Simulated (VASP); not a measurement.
The system is GaPtC4N4.

```xyz
10
Lattice="5.8584 0.0000 0.0000 0.0000 5.8584 0.0000 0.0000 0.0000 5.8584" Properties=species:S:1:pos:R:3 pbc="T T T"
Ga    0.0000    0.0000    0.0000
Pt    2.9292    2.9292    2.9292
C     1.0947    1.0947    1.0947
C     1.0947    4.7637    4.7637
C     4.7637    1.0947    4.7637
C     4.7637    4.7637    1.0947
N     1.7702    1.7702    1.7702
N     1.7702    4.0882    4.0882
N     4.0882    1.7702    4.0882
N     4.0882    4.0882    1.7702
```

Base run:

| Property | Result |
| --- | --- |
| Program | VASP 6.6.1 |
| Functional | PBE |
| Potentials or basis | VASP PAW PBE potentials, release 64 (Ga_d, Pt, C, N) |
| Cutoff | 520 eV |
| k mesh | 4 × 4 × 4 |
| Occupations | gaussian, width 0.1 eV |
| Spin | no spin polarisation |

Its results: band gap on the k mesh zero (an odd number of electrons rules out a gap without spin polarisation); pressure 4.1 GPa; largest force 0.949 eV/Å.

Question: The run is repeated on the same cell with these changes: spin from no spin polarisation to collinear spin; further incar settings from ALGO = Normal; EDIFF = 1e-06; NBANDS = 40 to ALGO = Normal; EDIFF = 1e-06; NBANDS = 44. What comes out?

Answer: Band gap on the k mesh zero (filled and empty bands overlap); pressure 4.2 GPa; net moment 1.00 μB per cell; site moments Ga +0.00; Pt +0.68; C +0.02; N +0.02 μB; largest force 1.003 eV/Å.

Caveats: the cell stands under pressure; spin-orbit coupling is left out, which moves the levels of the heavy elements; an odd number of electrons without spin polarisation forces a metal (at least some runs); a magnetic or distorted state may lie lower (at least some runs); forces of over 1 eV/Å act on the atoms, so gaps and moduli don't describe the material at rest (at least some runs).
